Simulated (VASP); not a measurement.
# Cd in VASP: notebook

Runs on Cd. Level: r2SCAN. Tasks: single point.

All numbers are computed with VASP 6.6.1; they aren't measurements. Logs are shortened: lines on timing, memory, paths and dates and some standing lists are left out, and cuts for length are marked.

### 1 The cell of the first run

The cell holds a slab with vacuum, 3 atoms: a = 3.091 Å, b = 3.091 Å, c = 19.047 Å, α = 90.00°, β = 90.00°, γ = 109.47°.

### 2 Single point, r2SCAN

POSCAR

```
Cd
1.0
    3.0905363611      0.0000000000      0.0000000000
   -1.0301787870      2.9137856245      0.0000000000
    0.0000000000      0.0000000000     19.0468247441
Cd
3
Direct
    0.0000000000      0.0000000000      0.3675153257
    0.5000000000      0.5000000000      0.5000000000
    0.0000000000      0.0000000000      0.6324846743
```

INCAR.step1

```
PREC     = Accurate       # precision mode
ENCUT    = 520            # plane-wave cutoff, eV
ISMEAR   = -1             # smearing method
SIGMA    = 0.1            # smearing width, eV
LREAL    = False          # projectors in reciprocal space
LASPH    = True           # aspherical terms in the spheres
NELM     = 80             # most SCF steps
LDIPOL   = True         
IDIPOL   = 3            
DIPOL    = 0.5 0.5 0.500
NBANDS   = 25             # bands
EFIELD   = -0.05        
GGA      = PE             # functional
ALGO     = Normal         # electronic algorithm
EDIFF    = 1E-4           # SCF threshold, eV
LWAVE    = True           # write WAVECAR
LCHARG   = False          # write CHGCAR
```

INCAR.step2

```
PREC     = Accurate       # precision mode
ENCUT    = 520            # plane-wave cutoff, eV
EDIFF    = 1E-7           # SCF threshold, eV
ISMEAR   = -1             # smearing method
SIGMA    = 0.1            # smearing width, eV
LREAL    = False          # projectors in reciprocal space
LASPH    = True           # aspherical terms in the spheres
NELM     = 80             # most SCF steps
ALGO     = Normal         # electronic algorithm
ISIF     = 2              # what is computed and relaxed
LWAVE    = False          # write WAVECAR
LCHARG   = False          # write CHGCAR
LDIPOL   = True         
IDIPOL   = 3            
DIPOL    = 0.5 0.5 0.500
METAGGA  = R2SCAN         # meta-GGA
LMIXTAU  = True         
NBANDS   = 25             # bands
EFIELD   = -0.05        
ISTART   = 1
```

KPOINTS

```
Automatic mesh
0
Gamma
  6 6 1
```

Potentials or basis: VASP PAW PBE potentials, release 64 (Cd).

On the command line:

```console
$ cat potpaw_PBE.64/Cd/POTCAR > POTCAR
$ cp INCAR.step1 INCAR
$ mpirun -np 1 vasp_std > vasp.out
$ cp INCAR.step2 INCAR
$ mpirun -np 1 vasp_std > vasp.out
```

OUTCAR:

```text
PREC = Accurate
   ENCUT = 520
   EDIFF = 1E-7
   ISMEAR = -1
   LREAL = False
   LASPH = True
   NELM = 80
   ISIF = 2
   METAGGA = R2SCAN
   ISTART = 1

 ion  position               nearest neighbor table
   1  0.000  0.000  0.368-   2 3.09   2 3.09   2 3.57   2 3.57
   2  0.500  0.500  0.500-   1 3.09   3 3.09   1 3.09   3 3.09   1 3.57   3 3.57   1 3.57   3 3.57

   3  0.000  0.000  0.632-   2 3.09   2 3.09   2 3.57   2 3.57

  LATTYP: Found a base centered orthorhombic cell.
 ALAT       =     3.5686440000
 B/A-ratio  =     1.4142135624
 C/A-ratio  =     5.3372722928

  Lattice vectors:

 A1 = (   3.0905363611,   0.0000000000,   0.0000000000)
 A2 = (  -1.0301787870,   2.9137856245,   0.0000000000)
 A3 = (   0.0000000000,   0.0000000000,  19.0468247441)

Analysis of symmetry for initial positions (statically):
=====================================================================
 Subroutine PRICEL returns:
 Original cell was already a primitive cell.

 Routine SETGRP: Setting up the symmetry group for a
 base centered orthorhombic supercell.

 Subroutine GETGRP returns: Found  8 space group operations
 (whereof  8 operations were pure point group operations)
 out of a pool of  8 trial point group operations.

The static configuration has the point symmetry D_2h.

Analysis of symmetry for dynamics (positions and initial velocities):
=====================================================================
 An external electric field (EFIELD) may reduce the allowed symmetry operations
 Subroutine PRICEL returns:
 Original cell was already a primitive cell.

 Routine SETGRP: Setting up the symmetry group for a
 base centered orthorhombic supercell.

 Subroutine GETGRP returns: Found  4 space group operations
 (whereof  4 operations were pure point group operations)
 out of a pool of  8 trial point group operations.

The dynamic configuration has the point symmetry C_2v.

 Subroutine INISYM returns: Found  4 space group operations
 (whereof  4 operations are pure point group operations),
 and found     1 'primitive' translations

----------------------------------------------------------------------------------------

                                     Primitive cell

  volume of cell :     171.5197

  direct lattice vectors                    reciprocal lattice vectors
     3.090536361  0.000000000  0.000000000     0.323568431  0.114398716  0.000000000
    -1.030178787  2.913785625  0.000000000     0.000000000  0.343196147  0.000000000
     0.000000000  0.000000000 19.046824744     0.000000000  0.000000000  0.052502189

  length of vectors
     3.090536361  3.090536361 19.046824744     0.343196147  0.343196147  0.052502189

  position of ions in fractional coordinates (direct lattice)
     0.000000000  0.000000000  0.367515326
     0.500000000  0.500000000  0.500000000
     0.000000000  0.000000000  0.632484674

  ion indices of the primitive-cell ions
   primitive index   ion index
                 1           1
                 2           2
                 3           3

----------------------------------------------------------------------------------------

 KPOINTS: Automatic mesh

Automatic generation of k-mesh.
 Grid dimensions read from file:
 generate k-points for:    6    6    1

 Generating k-lattice:

  Cartesian coordinates                     Fractional coordinates (reciprocal lattice)
     0.053928072  0.019066453  0.000000000     0.166666667  0.000000000  0.000000000
     0.000000000  0.057199358  0.000000000     0.000000000  0.166666667  0.000000000
     0.000000000  0.000000000  0.052502189     0.000000000  0.000000000  1.000000000

  Length of vectors
     0.057199358  0.057199358  0.052502189

  Shift w.r.t. Gamma in fractional coordinates (k-lattice)
     0.000000000  0.000000000  0.000000000

 Subroutine IBZKPT returns following result:
 ===========================================

 Found     13 irreducible k-points:

 Following reciprocal coordinates:
            Coordinates               Weight
  0.000000  0.000000  0.000000      1.000000
  0.166667  0.000000  0.000000      4.000000
  0.333333  0.000000  0.000000      4.000000
  0.500000  0.000000  0.000000      2.000000
  0.166667  0.166667  0.000000      2.000000
  0.333333  0.166667  0.000000      4.000000
  0.500000  0.166667  0.000000      4.000000
 -0.333333  0.166667  0.000000      4.000000
 -0.166667  0.166667  0.000000      2.000000
  0.333333  0.333333  0.000000      2.000000
  0.500000  0.333333  0.000000      4.000000
 -0.333333  0.333333  0.000000      2.000000
  0.500000  0.500000  0.000000      1.000000
   k-points           NKPTS =     13   k-points in BZ     NKDIM =     13   number of bands    NBANDS=     25
   number of dos      NEDOS =    301   number of ions     NIONS =      3
   total plane-waves  NPLWV =  82944
   dimension x,y,z NGX =    24 NGY =   24 NGZ =  144
   dimension x,y,z NGXF=    48 NGYF=   48 NGZF=  288
   ions per type =               3
   NGX,Y,Z   is equivalent  to a cutoff of  12.91, 12.91, 12.57 a.u.
   NGXF,Y,Z  is equivalent  to a cutoff of  25.82, 25.82, 25.14 a.u.
 SYSTEM =  unknown system
   PREC   = accura    normal or accurate (medium, high low for compatibility)
   ISTART =      1    job   : 0-new  1-cont  2-samecut
   ICHARG =      0    charge: 1-file 2-atom 10-const
   ISPIN  =      1    spin polarized calculation?
   LNONCOLLINEAR =      F non collinear calculations
   LSORBIT =      F    spin-orbit coupling
   LASPH  =      T    aspherical Exc in radial PAW
   ENCUT  =  520.0 eV  38.22 Ry    6.18 a.u.   5.75  5.75 35.41*2*pi/ulx,y,z
   NELM   =     80;   NELMIN=  2; NELMDL=  0     # of ELM steps
   EDIFF  = 0.1E-06   stopping-criterion for ELM
   LREAL  =      F    real-space projection
   EDIFFG = 0.1E-05   stopping-criterion for IOM
   NSW    =      0    number of steps for IOM
   IBRION =     -1    ionic relax: 0-MD 1-quasi-New 2-CG
   NFREE  =      0    steps in history (QN), initial steepest desc. (CG)
   ISIF   =      2    stress and relaxation
   ISYM   =      2    0-nonsym 1-usesym 2-fastsym
   POTIM  = 0.5000    time-step for ionic-motion
   TEBEG  =    0.0;   TEEND  =   0.0 temperature during run
   PSTRESS=    0.0 pullay stress
   NELECT =      36.0000    total number of electrons
   NUPDOWN=      -1.0000    fix difference up-down
   EMIN   =  10.00;   EMAX   =-10.00  energy-range for DOS
   EFERMI =   0.00;   METHOD = LEGACY
   ISMEAR =    -1;   SIGMA  =   0.10  broadening in eV -4-tet -1-fermi 0-gaus
   EFERMI_NEDOS =   21; number of points for ismear=-14 and -15
   IALGO  =     38    algorithm
   IMIX   =      4    mixing-type and parameters
     AMIX     =   0.40;   BMIX     =  1.00
     AMIX_MAG =   1.60;   BMIX_MAG =  1.00
  volume/ion in A,a.u.               =      57.17       385.82
  Fermi-wavevector in a.u.,A,eV,Ry     =   0.972906  1.838526 12.878547  0.946547
  Thomas-Fermi vector in A             =   2.103243
   LORBIT       =      0    0 simple, 1 ext, 2 COOP (PROOUT), +10 PAW based schemes
   METAGGA = R2SCAN    functional components
   LHFCALC =     F    Hartree Fock is set to
   AEXX    =    0.0000 exact exchange contribution
   IVDW    =     0    specifies the selected vdW correction
   LEPSILON=     F    determine dielectric tensor
   LRPA    =     F    only Hartree local field effects (RPA)
 non-spin polarized calculation
  energy-cutoff  :      520.00
  volume of cell :      171.52
 maximum number of plane-waves:      4664
   NGX = 11   NGY = 11   NGZ = 71

 number of electron      35.9999997 magnetization

 dipolmoment           0.000000      0.000000     -0.021063 electrons x Angstroem

 Free energy of the ion-electron system (eV)
  ---------------------------------------------------
  ext. energy  EPLUGINS =         0.00000000
  ---------------------------------------------------
  free energy    TOTEN  =       -59.62405117 eV

  energy without entropy =      -59.59482616  energy(sigma->0) =      -59.60943866

 E-fermi :  -1.5074     XC(G=0):  -5.3453

 val. band max:       -1.6865837612   @ k =   0.3333   0.3333   0.0000
 cond. band min:      -1.4779282439   @ k =  -0.1667   0.1667   0.0000
 fundamental gap:      0.2086555173
 Fermi energy:        -1.5073698476

 k-point     1 :       0.0000    0.0000    0.0000
  band No.  band energies     occupation
      1     -11.5036      2.00000
      2     -11.4921      2.00000
      3     -11.1001      2.00000
      4     -11.0803      2.00000
      5     -11.0678      2.00000
      6     -11.0677      2.00000
[... 17 lines left out ...]
     24       5.4590      0.00000
     25       8.8053      0.00000

 k-point     2 :       0.1667    0.0000    0.0000
  band No.  band energies     occupation
      1     -11.4907      2.00000
      2     -11.3172      2.00000
      3     -11.1456      2.00000
      4     -11.1086      2.00000
      5     -11.0986      2.00000
      6     -10.9117      2.00000
[... 17 lines left out ...]
     24       5.5901      0.00000
     25       5.9277      0.00000

 k-point     3 :       0.3333    0.0000    0.0000
  band No.  band energies     occupation
      1     -11.5439      2.00000
      2     -11.3519      2.00000
      3     -11.2126      2.00000
      4     -11.2026      2.00000
      5     -11.1616      2.00000
      6     -10.8181      2.00000
[... 17 lines left out ...]
     24       4.7789      0.00000
     25       5.0398      0.00000

 k-point     4 :       0.5000    0.0000    0.0000
  band No.  band energies     occupation
      1     -11.5949      2.00000
      2     -11.4712      2.00000
      3     -11.2644      2.00000
      4     -11.2566      2.00000
      5     -11.2056      2.00000
      6     -10.9084      2.00000
[... 17 lines left out ...]
     24       5.2298      0.00000
     25       6.1671      0.00000

 k-point     5 :       0.1667    0.1667    0.0000
  band No.  band energies     occupation
      1     -11.3877      2.00000
      2     -11.3111      2.00000
      3     -11.2406      2.00000
      4     -11.0647      2.00000
      5     -10.9498      2.00000
      6     -10.8452      2.00000
[... 17 lines left out ...]
     24       4.3651      0.00000
     25       5.0401      0.00000

 k-point     6 :       0.3333    0.1667    0.0000
  band No.  band energies     occupation
      1     -11.3896      2.00000
      2     -11.3688      2.00000
      3     -11.2152      2.00000
      4     -11.1403      2.00000
      5     -10.9568      2.00000
      6     -10.8489      2.00000
[... 17 lines left out ...]
     24       4.4800      0.00000
     25       4.9543      0.00000
[... 85 lines left out ...]
 k-point    10 :       0.3333    0.3333    0.0000
  band No.  band energies     occupation
      1     -11.3500      2.00000
      2     -11.2863      2.00000
      3     -11.2356      2.00000
      4     -11.1708      2.00000
      5     -10.9709      2.00000
      6     -10.7649      2.00000
[... 17 lines left out ...]
     24       3.3033      0.00000
     25       3.9216      0.00000

 k-point    11 :       0.5000    0.3333    0.0000
  band No.  band energies     occupation
      1     -11.4463      2.00000
      2     -11.4155      2.00000
      3     -11.2950      2.00000
      4     -11.2240      2.00000
      5     -10.9734      2.00000
      6     -10.9015      2.00000
[... 17 lines left out ...]
     24       3.7355      0.00000
     25       4.5739      0.00000

 k-point    12 :      -0.3333    0.3333    0.0000
  band No.  band energies     occupation
      1     -11.4363      2.00000
      2     -11.3212      2.00000
      3     -11.2346      2.00000
      4     -11.1999      2.00000
      5     -10.9516      2.00000
      6     -10.8033      2.00000
[... 17 lines left out ...]
     24       5.4872      0.00000
     25       5.6883      0.00000

 k-point    13 :       0.5000    0.5000    0.0000
  band No.  band energies     occupation
      1     -11.6074      2.00000
      2     -11.4950      2.00000
      3     -11.3070      2.00000
      4     -11.3016      2.00000
      5     -11.1285      2.00000
      6     -10.9049      2.00000
[... 17 lines left out ...]
     24       4.6592      0.00000
     25       6.1265      0.00000

------------------------ aborting loop because EDIFF is reached ----------------------------------------

 vacuum level on the upper side and lower side of the slab       (xc-potential included)         0.254        -0.262

  FORCE on cell =-STRESS in cart. coord.  units (eV):
  Direction    XX          YY          ZZ          XY          YZ          ZX
  --------------------------------------------------------------------------------------
  -------------------------------------------------------------------------------------
  Total       -2.8798605     -2.2629032      1.3208303      0.8725094      0.0000000      0.0000000
  in kB      -26.9009738    -21.1379333     12.3379663      8.1501700      0.0000000      0.0000000
  external PRESSURE =     -11.9003136 kB  Pullay stress =       0.0000000 kB

 VOLUME and BASIS-vectors are now :
 -----------------------------------------------------------------------------
  energy-cutoff  :      520.00
  volume of cell :      171.52
      direct lattice vectors                 reciprocal lattice vectors
     3.090536361  0.000000000  0.000000000     0.323568431  0.114398716  0.000000000
    -1.030178787  2.913785625  0.000000000     0.000000000  0.343196147  0.000000000
     0.000000000  0.000000000 19.046824744     0.000000000  0.000000000  0.052502189

 POSITION                                       TOTAL-FORCE (eV/Angst)
 -----------------------------------------------------------------------------------
      0.00000      0.00000      7.00000        -0.000000      0.000000     -0.258802
      1.03018      1.45689      9.52341         0.000000      0.000000     -0.000672
      0.00000      0.00000     12.04682         0.000000      0.000000      0.259474
 -----------------------------------------------------------------------------------
    total drift:                                0.000000      0.000000     -0.001495

  FREE ENERGIE OF THE ION-ELECTRON SYSTEM (eV)
  ---------------------------------------------------
  free  energy   TOTEN  =       -59.6240511668 eV

  energy  without entropy=      -59.5948261613  energy(sigma->0) =      -59.60943866

 vacuum level on the upper side and lower side of the slab         3.008         2.497
```

It used 210 s of CPU time on 1 thread of Intel(R) Xeon(R) Platinum 8488C (Sapphire Rapids) (shared host).

What came out:

* Free energy: -59.6241 eV
* Largest force: 0.259 eV/Å
* Band gap on the k mesh: zero (bands 18 and 19 overlap by 1.95 eV)

Forces on the atoms (eV/Å):
```
Cd   0.000  0.000 -0.259
Cd   0.000  0.000 -0.001
Cd   0.000  0.000  0.259
```

Levels at points of the mesh, in eV from the Fermi level:
```csv
k point,band 16,band 17,band 18,band 19,band 20,band 21
"(0.00, 0.00, 0.00)",-8.35,-6.48,-3.67,-0.89,2.75,4.28
"(0.50, 0.00, 0.00)",-2.93,-2.65,-1.40,-0.78,0.92,1.59
"(0.50, 0.50, 0.00)",-1.49,-0.59,0.30,0.79,2.29,3.27
```

Caveat: the PAW data sets were made with another functional, which shifts forces and pressure a little.

### 3 Single point, r2SCAN

POSCAR is that of step 2.

INCAR.step1

```
SYSTEM = Cd
ALGO = Normal
DIPOL = 0.5 0.5 0.500
EDIFF = 1E-4
EFIELD = -0.1
ENCUT = 520
GGA = PE
IDIPOL = 3
ISMEAR = -1
LASPH = .True.
LCHARG = .False.
LDIPOL = .True.
LREAL = .False.
LWAVE = .True.
NBANDS = 25
NELM = 60
PREC = Accurate
SIGMA = 0.1
```

INCAR.step2

```
SYSTEM = Cd
ALGO = Normal
DIPOL = 0.5 0.5 0.500
EDIFF = 1E-6
EFIELD = -0.1
ENCUT = 520
IDIPOL = 3
ISIF = 2
ISMEAR = -1
ISTART = 1
LASPH = .True.
LCHARG = .False.
LDIPOL = .True.
LMIXTAU = .True.
LREAL = .False.
LWAVE = .False.
METAGGA = R2SCAN
NBANDS = 25
NELM = 60
PREC = Accurate
SIGMA = 0.1
```

KPOINTS

```
k-points
0
Gamma
  6 6 1
  0 0 0
```

Potentials or basis: VASP PAW PBE potentials, release 64 (Cd).

On the command line:

```console
$ cat potpaw_PBE.64/Cd/POTCAR > POTCAR
$ cp INCAR.step1 INCAR
$ mpirun -np 1 vasp_std > vasp.out
$ cp INCAR.step2 INCAR
$ mpirun -np 1 vasp_std > vasp.out
```

It used 200 s of CPU time on 1 thread of Intel(R) Xeon(R) Platinum 8488C (Sapphire Rapids), with other jobs on the host.

Results (log left out):

| Item | Value |
| --- | --- |
| Free energy | -59.6256 eV |
| Largest force | 0.260 eV/Å |
| Band gap on the k mesh | zero (bands 18 and 19 overlap by 1.95 eV) |

Forces in eV/Å, atoms in the order of the input:
```
Cd   0.000  0.000 -0.259
Cd   0.000  0.000 -0.001
Cd   0.000  0.000  0.260
```

Levels at points of the mesh, in eV from the Fermi level:
| k point | band 14 | band 15 | band 16 | band 17 | band 18 | band 19 | band 20 | band 21 | band 22 | band 23 |
| --- | --- | --- | --- | --- | --- | --- | --- | --- | --- | --- |
| (0.00, 0.00, 0.00) | -8.82 | -8.69 | -8.35 | -6.48 | -3.67 | -0.89 | 2.74 | 4.22 | 4.59 | 6.57 |
| (0.50, 0.00, 0.00) | -8.67 | -8.56 | -2.93 | -2.65 | -1.40 | -0.78 | 0.92 | 1.59 | 4.13 | 5.37 |
| (0.50, 0.50, 0.00) | -8.45 | -8.45 | -1.49 | -0.59 | 0.30 | 0.79 | 2.29 | 3.27 | 4.24 | 4.96 |

Caveat: the PAW data sets were made with another functional, which shifts forces and pressure a little.
